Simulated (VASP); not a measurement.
A run of VASP 6.6.1 is set up as follows.

Contents of INCAR:

```
SYSTEM = Al2HCl
PREC = Accurate
ENCUT = 500
EDIFF = 1E-6
ISMEAR = 0
SIGMA = 0.1
LREAL = .FALSE.
LASPH = .TRUE.
NELM = 120
ALGO = Normal
ISIF = 2
LWAVE = .FALSE.
LCHARG = .TRUE.
GGA = PE
LELF = .TRUE.
LVHAR = .TRUE.
NBANDS = 15
GGA_COMPAT = .FALSE.
```

File KPOINTS:

```
Automatic mesh
0
G
  6 6 6
  0 0 0
```

POSCAR

```
Al2HCl
1.0
    1.6954982400      0.9788963700      5.5699865900
   -1.6954982400      0.9788963700      5.5699865900
    0.0000000000     -1.9577927300      5.5699865900
Al H Cl
2 1 1
Direct
    0.7613219800      0.7613219800      0.7613219800
    0.2386780200      0.2386780200      0.2386780200
    0.5000000000      0.5000000000      0.5000000000
    0.0000000000      0.0000000000      0.0000000000
```

Potentials or basis: VASP PAW PBE potentials, release 64 (Al, H, Cl).

Command:

```console
$ cat potpaw_PBE.64/Al/POTCAR potpaw_PBE.64/H/POTCAR potpaw_PBE.64/Cl/POTCAR > POTCAR
$ mpirun -np 1 vasp_std > vasp.out
```

(1) What does it give for the largest force?

(2) What does it give for the pressure?

(3) Estimate the band gap on the k mesh.

## Answers

(1) 3.025 eV/Å.

(2) 11.9 GPa.

(3) zero (bands 7 and 8 overlap by 2.05 eV).

Caveat: the k points lie up to 0.36 Å⁻¹ apart, too coarse for converged energies and pressures of a metal; forces of over 1 eV/Å act on the atoms, so gaps and moduli don't describe the material at rest.
